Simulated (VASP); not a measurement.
# InReS4 (P4/mmm) in VASP: further runs

InReS4 is run at these levels: PBE; tasks: single point.

Everything below comes from runs of VASP 6.6.1. Logs are shortened: lines on timing, memory, paths and dates and some standing lists are left out, and cuts for length are marked.

## Step 1: The cell of the first run

Symmetry: P4/mmm, No. 123, tetragonal system. The conventional cell has a = 3.033 Å, b = 3.033 Å, c = 13.770 Å, α = 90.00°, β = 90.00°, γ = 90.00°. Within 3.6 Å of In (site symmetry 4/mmm) lie 8 S at 2.74 Å and 4 In at 3.03 Å. Re (site symmetry 4/mmm) has 8 S at 2.58 Å and 4 Re at 3.03 Å within 3.4 Å. S (site symmetry 4mm) has 4 In at 2.74 Å and 5 S at 3.03 to 3.41 Å within 3.6 Å. Within 3.4 Å of S (site symmetry 4mm) lie 4 Re at 2.58 Å and 5 S at 2.86 to 3.03 Å.

The cell was built from a structure type or drawn by symmetry, and may not be a known phase.

## Step 2: Single point, PBE

Contents of INCAR:

```
SYSTEM = InReS4
  ALGO = Normal
  EDIFF = 1E-6
  ENCUT = 520
  GGA = PE
  ISIF = 2
  ISMEAR = 0
  LASPH = .TRUE.
  LCHARG = .FALSE.
  LREAL = .FALSE.
  LWAVE = .FALSE.
  NBANDS = 31
  NELM = 100
  PREC = Accurate
  SIGMA = 0.1
```

Contents of KPOINTS:

```
k-points
0
G
  12 12 4
  0 0 0
```

Contents of POSCAR:

```
InReS4
1.0
    3.0334580457      0.0000000000      0.0000000000
    0.0000000000      3.0334580457      0.0000000000
    0.0000000000      0.0000000000     13.7695842840
In Re S
1 1 4
Direct
    0.0000000000      0.0000000000      0.0000000000
    0.5000000000      0.5000000000      0.5000000000
    0.5000000000      0.5000000000      0.1236436077
    0.0000000000      0.0000000000      0.6039070077
    0.0000000000      0.0000000000      0.3960929923
    0.5000000000      0.5000000000      0.8763563923
```

Potentials or basis: VASP PAW PBE potentials, release 64 (In_d, Re, S).

Started as:

```
$ cat potpaw_PBE.64/In_d/POTCAR potpaw_PBE.64/Re/POTCAR potpaw_PBE.64/S/POTCAR > POTCAR
$ mpirun -np 1 vasp_std > vasp.out
```

OUTCAR:

```text
SYSTEM = InReS4
   EDIFF = 1E-6
   ENCUT = 520
   GGA = PE
   ISIF = 2
   ISMEAR = 0
   LASPH = .TRUE.
   LREAL = .FALSE.
   NELM = 100
   PREC = Accurate

 ion  position               nearest neighbor table
   1  0.000  0.000  0.000-   3 2.74   3 2.74   3 2.74   3 2.74   6 2.74   6 2.74   6 2.74   6 2.74

   2  0.500  0.500  0.500-   4 2.58   5 2.58   4 2.58   5 2.58   4 2.58   5 2.58   4 2.58   5 2.58

   3  0.500  0.500  0.124-   1 2.74   1 2.74   1 2.74   1 2.74
   4  0.000  0.000  0.604-   2 2.58   2 2.58   2 2.58   2 2.58
   5  0.000  0.000  0.396-   2 2.58   2 2.58   2 2.58   2 2.58
   6  0.500  0.500  0.876-   1 2.74   1 2.74   1 2.74   1 2.74

  LATTYP: Found a simple tetragonal cell.
 ALAT       =     3.0334580457
 C/A-ratio  =     4.5392367643

  Lattice vectors:

 A1 = (   3.0334580457,   0.0000000000,   0.0000000000)
 A2 = (   0.0000000000,   3.0334580457,   0.0000000000)
 A3 = (   0.0000000000,   0.0000000000,  13.7695842840)

Analysis of symmetry for initial positions (statically):
=====================================================================
 Subroutine PRICEL returns:
 Original cell was already a primitive cell.

 Routine SETGRP: Setting up the symmetry group for a
 simple tetragonal supercell.

 Subroutine GETGRP returns: Found 16 space group operations
 (whereof 16 operations were pure point group operations)
 out of a pool of 16 trial point group operations.

The static configuration has the point symmetry D_4h.

Analysis of symmetry for dynamics (positions and initial velocities):
=====================================================================
 Subroutine PRICEL returns:
 Original cell was already a primitive cell.

 Routine SETGRP: Setting up the symmetry group for a
 simple tetragonal supercell.

 Subroutine GETGRP returns: Found 16 space group operations
 (whereof 16 operations were pure point group operations)
 out of a pool of 16 trial point group operations.

The dynamic configuration has the point symmetry D_4h.

 Subroutine INISYM returns: Found 16 space group operations
 (whereof 16 operations are pure point group operations),
 and found     1 'primitive' translations

----------------------------------------------------------------------------------------

                                     Primitive cell

  volume of cell :     126.7059

  direct lattice vectors                    reciprocal lattice vectors
     3.033458046  0.000000000  0.000000000     0.329656776  0.000000000  0.000000000
     0.000000000  3.033458046  0.000000000     0.000000000  0.329656776  0.000000000
     0.000000000  0.000000000 13.769584284     0.000000000  0.000000000  0.072623834

  length of vectors
     3.033458046  3.033458046 13.769584284     0.329656776  0.329656776  0.072623834

  position of ions in fractional coordinates (direct lattice)
     0.000000000  0.000000000  0.000000000
     0.500000000  0.500000000  0.500000000
     0.500000000  0.500000000  0.123643608
     0.000000000  0.000000000  0.603907008
     0.000000000  0.000000000  0.396092992
     0.500000000  0.500000000  0.876356392

  ion indices of the primitive-cell ions
   primitive index   ion index
                 1           1
                 2           2
                 3           3
                 4           4
                 5           5
                 6           6

----------------------------------------------------------------------------------------

 KPOINTS: k-points

Automatic generation of k-mesh.
 Grid dimensions read from file:
 generate k-points for:   12   12    4

 Generating k-lattice:

  Cartesian coordinates                     Fractional coordinates (reciprocal lattice)
     0.027471398  0.000000000  0.000000000     0.083333333  0.000000000  0.000000000
     0.000000000  0.027471398  0.000000000     0.000000000  0.083333333  0.000000000
     0.000000000  0.000000000  0.018155958     0.000000000  0.000000000  0.250000000

  Length of vectors
     0.027471398  0.027471398  0.018155958

  Shift w.r.t. Gamma in fractional coordinates (k-lattice)
[... 48 lines left out ...]

 E-fermi :   5.2691     XC(G=0):  -9.7828

 val. band max:        5.2673864142   @ k =   0.4167   0.1667   0.0000
 cond. band min:       5.2775182350   @ k =   0.3333   0.2500   0.0000
 fundamental gap:      0.0101318208
 Fermi energy:         5.2690857099

 k-point     1 :       0.0000    0.0000    0.0000
  band No.  band energies     occupation
      1     -10.6321      2.00000
      2     -10.1380      2.00000
      3      -9.8169      2.00000
      4      -9.4518      2.00000
      5      -9.4518      2.00000
      6      -9.3748      2.00000
[... 23 lines left out ...]
     30      11.8746      0.00000
     31      11.9323      0.00000

 k-point     2 :       0.0833    0.0000    0.0000
  band No.  band energies     occupation
      1     -10.5342      2.00000
      2     -10.1121      2.00000
      3      -9.7855      2.00000
      4      -9.5318      2.00000
      5      -9.4486      2.00000
      6      -9.3896      2.00000
[... 23 lines left out ...]
     30      11.8776      0.00000
     31      12.1822      0.00000

 k-point     3 :       0.1667    0.0000    0.0000
  band No.  band energies     occupation
      1     -10.2512      2.00000
      2     -10.0524      2.00000
      3      -9.7026      2.00000
      4      -9.6995      2.00000
      5      -9.4399      2.00000
      6      -9.4357      2.00000
[... 23 lines left out ...]
     30      11.8403      0.00000
     31      12.1085      0.00000

 k-point     4 :       0.2500    0.0000    0.0000
  band No.  band energies     occupation
      1      -9.9909      2.00000
      2      -9.8705      2.00000
      3      -9.8177      2.00000
      4      -9.5894      2.00000
      5      -9.4978      2.00000
      6      -9.4280      2.00000
[... 635 lines left out ...]
     30       9.7066      0.00000
     31      10.1937      0.00000

 k-point    23 :       0.3333    0.3333    0.0000
  band No.  band energies     occupation
      1     -10.0279      2.00000
      2      -9.8266      2.00000
      3      -9.6804      2.00000
      4      -9.4392      2.00000
      5      -9.4311      2.00000
      6      -8.6623      2.00000
[... 23 lines left out ...]
     30       9.5724      0.00000
     31      10.1196      0.00000

 k-point    24 :       0.4167    0.3333    0.0000
  band No.  band energies     occupation
      1     -10.1098      2.00000
      2      -9.8373      2.00000
      3      -9.6836      2.00000
      4      -9.4241      2.00000
      5      -9.3138      2.00000
      6      -8.4898      2.00000
[... 23 lines left out ...]
     30       9.0076      0.00000
     31       9.2520      0.00000

 [... further k-points ...]

------------------------ aborting loop because EDIFF is reached ----------------------------------------

  FORCE on cell =-STRESS in cart. coord.  units (eV):
  Direction    XX          YY          ZZ          XY          YZ          ZX
  --------------------------------------------------------------------------------------
  -------------------------------------------------------------------------------------
  Total       -0.0315190     -0.0315190     -0.0546382      0.0000000      0.0000000      0.0000000
  in kB       -0.3985537     -0.3985537     -0.6908920      0.0000000      0.0000000      0.0000000
  external PRESSURE =      -0.4959998 kB  Pullay stress =       0.0000000 kB

 VOLUME and BASIS-vectors are now :
 -----------------------------------------------------------------------------
  energy-cutoff  :      520.00
  volume of cell :      126.71
      direct lattice vectors                 reciprocal lattice vectors
     3.033458046  0.000000000  0.000000000     0.329656776  0.000000000  0.000000000
     0.000000000  3.033458046  0.000000000     0.000000000  0.329656776  0.000000000
     0.000000000  0.000000000 13.769584284     0.000000000  0.000000000  0.072623834

 POSITION                                       TOTAL-FORCE (eV/Angst)
 -----------------------------------------------------------------------------------
      0.00000      0.00000      0.00000         0.000000      0.000000      0.000000
      1.51673      1.51673      6.88479         0.000000      0.000000      0.000000
      1.51673      1.51673      1.70252        -0.000000      0.000000     -0.005654
      0.00000      0.00000      8.31555         0.000000      0.000000      0.010759
      0.00000      0.00000      5.45404         0.000000      0.000000     -0.010759
      1.51673      1.51673     12.06706         0.000000     -0.000000      0.005654
 -----------------------------------------------------------------------------------
    total drift:                                0.000000     -0.000000      0.000000

  FREE ENERGIE OF THE ION-ELECTRON SYSTEM (eV)
  ---------------------------------------------------
  free  energy   TOTEN  =       -30.2115209724 eV

  energy  without entropy=      -30.1928151754  energy(sigma->0) =      -30.20216807
```

Wall time 4.6 min (1 thread of AMD EPYC 9R45 (Zen 5), shared host); peak memory 0.43 GiB.

What came out:

| Item | Value |
| --- | --- |
| Free energy | -30.2115 eV |
| Pressure | 0.0 GPa |
| Largest force | 0.011 eV/Å |
| Band gap on the k mesh | zero (bands 22 and 23 overlap by 1.71 eV) |

Forces on the atoms (eV/Å):
```
In   0.000  0.000  0.000
Re   0.000  0.000  0.000
S    0.000  0.000 -0.006
S    0.000  0.000  0.011
S    0.000  0.000 -0.011
S    0.000  0.000  0.006
```

Levels at points of the mesh, in eV from the Fermi level:
| k point | band 20 | band 21 | band 22 | band 23 | band 24 | band 25 |
| --- | --- | --- | --- | --- | --- | --- |
| (0.00, 0.00, 0.00) | -0.46 | -0.46 | -0.32 | 0.40 | 0.40 | 1.81 |
| (0.50, 0.00, 0.00) | -0.97 | -0.05 | 0.34 | 0.86 | 0.90 | 1.30 |
| (0.50, 0.50, 0.00) | -1.65 | -1.21 | -0.55 | -0.51 | 1.54 | 2.16 |
| (0.00, 0.00, 0.50) | -0.46 | -0.46 | -0.32 | 0.40 | 0.40 | 1.91 |
| (0.50, 0.00, 0.50) | -0.97 | -0.05 | 0.33 | 0.86 | 0.90 | 1.31 |
| (0.50, 0.50, 0.50) | -1.69 | -1.21 | -0.54 | -0.50 | 1.54 | 2.12 |

Caveat: spin-orbit coupling is left out, which moves the levels of the heavy elements; this functional lacks dispersion, which binds the layers, so the pressure and a relaxed spacing across them are unreliable.

## Step 3: Single point, PBE, collinear spin

This run uses another cell than the first one, of 20.22 Å³/atom.

Contents of INCAR:

```
PREC = Accurate
ENCUT = 520
EDIFF = 1E-7
ISMEAR = 0
SIGMA = 0.1
LREAL = F
LASPH = T
NELM = 150
ALGO = Normal
ISIF = 2
LWAVE = F
LCHARG = F
ISPIN = 2
MAGMOM = 0 1 0 0 0 0
LORBIT = 11
LMAXMIX = 4
GGA = PE
NBANDS = 35
```

Contents of KPOINTS:

```
Automatic mesh
0
Gamma
  6 6 2
```

Contents of POSCAR:

```
InReS4
1.0
    3.0317471323      0.0000000000      0.0000000000
    0.0000000000      3.0317471323      0.0000000000
    0.0000000000      0.0000000000     13.2003310782
In Re S
1 1 4
Direct
    0.0000000000      0.0000000000      0.0000000000
    0.5000000000      0.5000000000      0.5000000000
    0.5000000000      0.5000000000      0.1287283206
    0.0000000000      0.0000000000      0.6081456649
    0.0000000000      0.0000000000      0.3918543351
    0.5000000000      0.5000000000      0.8712716794
```

Potentials or basis: VASP PAW PBE potentials, release 64 (In_d, Re, S).

Started as:

```
$ cat potpaw_PBE.64/In_d/POTCAR potpaw_PBE.64/Re/POTCAR potpaw_PBE.64/S/POTCAR > POTCAR
$ mpirun -np 1 vasp_std > vasp.out
```

Wall time 3 min (1 thread of AMD EPYC 9R45 (Zen 5), shared host); peak memory 0.32 GiB.

The run converged. Its results:

| Item | Value |
| --- | --- |
| Free energy | -30.3417 eV |
| Pressure | 0.0 GPa |
| Largest force | 0.007 eV/Å |
| Band gap on the k mesh | zero (filled and empty bands overlap) |
| Net moment | 0.00 μB per cell |
| Valence electrons inside the program's atomic spheres | In 11.34; Re 5.67; S 3.65, 3.61 (each value once) |

Forces on the atoms (eV/Å):
```
In   0.000  0.000  0.000
Re   0.000  0.000  0.000
S    0.000  0.000 -0.003
S    0.000  0.000  0.007
S    0.000  0.000 -0.007
S    0.000  0.000  0.003
```

Stress tensor (GPa, compression positive):
```
-0.06  0.00  0.00
 0.00 -0.06  0.00
 0.00  0.00  0.14
```

Levels at points of the mesh, in eV from the Fermi level:
Spin up:
```
           k point  band 20  band 21  band 22  band 23  band 24  band 25
(0.00, 0.00, 0.00)    -0.44    -0.36    -0.36     0.51     0.51     1.93
(0.50, 0.00, 0.00)    -1.07    -0.12     0.43     0.98     1.01     1.20
(0.50, 0.50, 0.00)    -1.61    -1.16    -0.58    -0.47     1.42     2.10
(0.00, 0.00, 0.50)    -0.44    -0.36    -0.36     0.51     0.51     2.08
(0.50, 0.00, 0.50)    -1.07    -0.12     0.41     0.98     1.01     1.20
(0.50, 0.50, 0.50)    -1.70    -1.17    -0.56    -0.44     1.42     2.02
```
Spin down:
```
           k point  band 20  band 21  band 22  band 23  band 24  band 25
(0.00, 0.00, 0.00)    -0.43    -0.36    -0.36     0.51     0.51     1.93
(0.50, 0.00, 0.00)    -1.07    -0.12     0.43     0.98     1.01     1.20
(0.50, 0.50, 0.00)    -1.61    -1.16    -0.58    -0.47     1.42     2.10
(0.00, 0.00, 0.50)    -0.43    -0.36    -0.36     0.51     0.51     2.08
(0.50, 0.00, 0.50)    -1.07    -0.12     0.41     0.98     1.01     1.20
(0.50, 0.50, 0.50)    -1.70    -1.17    -0.56    -0.44     1.42     2.02
```

Caveat: spin-orbit coupling is left out, which moves the levels of the heavy elements; this functional lacks dispersion, which binds the layers, so the pressure and a relaxed spacing across them are unreliable.

## Step 4: Single point, PBE, collinear spin

This run uses another cell than the first one, of 23.73 Å³/atom.

Contents of INCAR:

```
SYSTEM = InReS4
  PREC = Accurate
  ENCUT = 520
  EDIFF = 1E-7
  ISMEAR = 0
  SIGMA = 0.1
  LREAL = .False.
  LASPH = .True.
  NELM = 150
  ALGO = Normal
  ISIF = 2
  LWAVE = .False.
  LCHARG = .False.
  ISPIN = 2
  MAGMOM = 0 1 0 0 0 0
  LORBIT = 11
  LMAXMIX = 4
  GGA = PE
  NBANDS = 35
```

Contents of KPOINTS:

```
Automatic mesh
0
Gamma
  6 6 2
  0 0 0
```

Contents of POSCAR:

```
InReS4
1.0
    3.4398372400      0.0000000000      0.0000000000
    0.0000000000      3.4398372400      0.0000000000
    0.0000000000      0.0000000000     12.0304775100
In Re S
1 1 4
Direct
    0.0000000000      0.0000000000      0.0000000000
    0.5000000000      0.5000000000      0.5000000000
    0.5000000000      0.5000000000      0.1703388400
    0.0000000000      0.0000000000      0.6526067300
    0.0000000000      0.0000000000      0.3473932700
    0.5000000000      0.5000000000      0.8296611600
```

Started as:

```
$ cat potpaw_PBE.64/In_d/POTCAR potpaw_PBE.64/Re/POTCAR potpaw_PBE.64/S/POTCAR > POTCAR
$ mpirun -np 1 vasp_std > vasp.out
```

It took 4.8 min on 1 thread of AMD EPYC 9R45 (Zen 5), shared host; peak memory 0.36 GiB.

It converged, with:

```yaml
Free_energy: -24.8805 eV
Pressure: -18.6 GPa
Largest_force: 3.093 eV/Å
Band_gap_on_the_k_mesh: zero (filled and empty bands overlap)
Net_moment: 0.00 μB per cell
Valence_electrons_inside_the_program's_atomic_spheres: In 11.11; Re 4.91; S 3.52, 3.46 (each value once)
```

Forces in eV/Å, atoms in the order of the input:
```
In   0.000  0.000  0.000
Re   0.000  0.000  0.000
S    0.000  0.000 -1.214
S    0.000  0.000 -3.093
S    0.000  0.000  3.093
S    0.000  0.000  1.214
```

Stress tensor (GPa, compression positive):
```
-18.13   0.00   0.00
  0.00 -18.13   0.00
  0.00   0.00 -19.44
```

Levels at points of the mesh, in eV from the Fermi level:
Spin up:
| k point | band 18 | band 19 | band 20 | band 21 | band 22 | band 23 | band 24 | band 25 | band 26 | band 27 |
| --- | --- | --- | --- | --- | --- | --- | --- | --- | --- | --- |
| (0.00, 0.00, 0.00) | -0.76 | -0.65 | 0.01 | 0.01 | 0.12 | 0.14 | 0.14 | 0.35 | 1.53 | 1.53 |
| (0.50, 0.00, 0.00) | -1.32 | -0.46 | -0.18 | -0.13 | 0.14 | 0.33 | 0.38 | 0.79 | 1.04 | 1.12 |
| (0.50, 0.50, 0.00) | -2.09 | -1.63 | -1.32 | -1.08 | -0.85 | -0.23 | 0.91 | 1.06 | 1.06 | 1.22 |
| (0.00, 0.00, 0.50) | -0.99 | -0.65 | -0.21 | -0.21 | 0.12 | 0.36 | 0.36 | 0.98 | 1.49 | 1.49 |
| (0.50, 0.00, 0.50) | -1.76 | -0.47 | -0.24 | -0.18 | -0.13 | 0.35 | 0.36 | 0.83 | 1.12 | 1.43 |
| (0.50, 0.50, 0.50) | -1.79 | -1.58 | -1.41 | -1.26 | -0.72 | 0.00 | 0.80 | 0.80 | 0.91 | 1.06 |
Spin down:
| k point | band 18 | band 19 | band 20 | band 21 | band 22 | band 23 | band 24 | band 25 | band 26 | band 27 |
| --- | --- | --- | --- | --- | --- | --- | --- | --- | --- | --- |
| (0.00, 0.00, 0.00) | -0.76 | -0.65 | 0.01 | 0.01 | 0.12 | 0.14 | 0.14 | 0.35 | 1.53 | 1.53 |
| (0.50, 0.00, 0.00) | -1.32 | -0.46 | -0.18 | -0.13 | 0.14 | 0.33 | 0.38 | 0.79 | 1.04 | 1.12 |
| (0.50, 0.50, 0.00) | -2.09 | -1.63 | -1.32 | -1.08 | -0.85 | -0.23 | 0.91 | 1.06 | 1.06 | 1.22 |
| (0.00, 0.00, 0.50) | -0.99 | -0.65 | -0.21 | -0.21 | 0.12 | 0.36 | 0.36 | 0.98 | 1.49 | 1.49 |
| (0.50, 0.00, 0.50) | -1.76 | -0.47 | -0.24 | -0.18 | -0.13 | 0.35 | 0.36 | 0.83 | 1.12 | 1.43 |
| (0.50, 0.50, 0.50) | -1.79 | -1.58 | -1.41 | -1.26 | -0.72 | 0.00 | 0.80 | 0.80 | 0.91 | 1.06 |

Caveat: the cell stands under tension; spin-orbit coupling is left out, which moves the levels of the heavy elements; forces of over 1 eV/Å act on the atoms, so gaps and moduli don't describe the material at rest.

## Step 5: Summary

| spin | cell | k mesh | gap on the mesh (eV) | pressure (GPa) | moment (μB) | largest force (eV/Å) |
| --- | --- | --- | --- | --- | --- | --- |
| off | a = 3.033, b = 3.033, c = 13.770 Å, 6 atoms, atomic positions A | 12 × 12 × 4 | none | 0.0 | - | 0.01 |
| collinear | a = 3.032, b = 3.032, c = 13.200 Å, 6 atoms, atomic positions B | 6 × 6 × 2 | none | 0.0 | 0.00 | 0.01 |
| collinear | a = 3.440, b = 3.440, c = 12.030 Å, 6 atoms, atomic positions C | 6 × 6 × 2 | none | -18.6 | 0.00 | 3.09 |

Alike in all rows: task single point; level PBE; potentials or basis VASP PAW PBE potentials, release 64 (In_d, Re, S); cutoff (eV) 520; smearing gaussian 0.1 eV.

Caveats: spin-orbit coupling is left out, which moves the levels of the heavy elements; this functional lacks dispersion, which binds the layers, so the pressure and a relaxed spacing across them are unreliable (at least some runs); the cell stands under tension (at least some runs); forces of over 1 eV/Å act on the atoms, so gaps and moduli don't describe the material at rest (at least some runs).

Absolute energies hang on the potentials; compare differences alone.
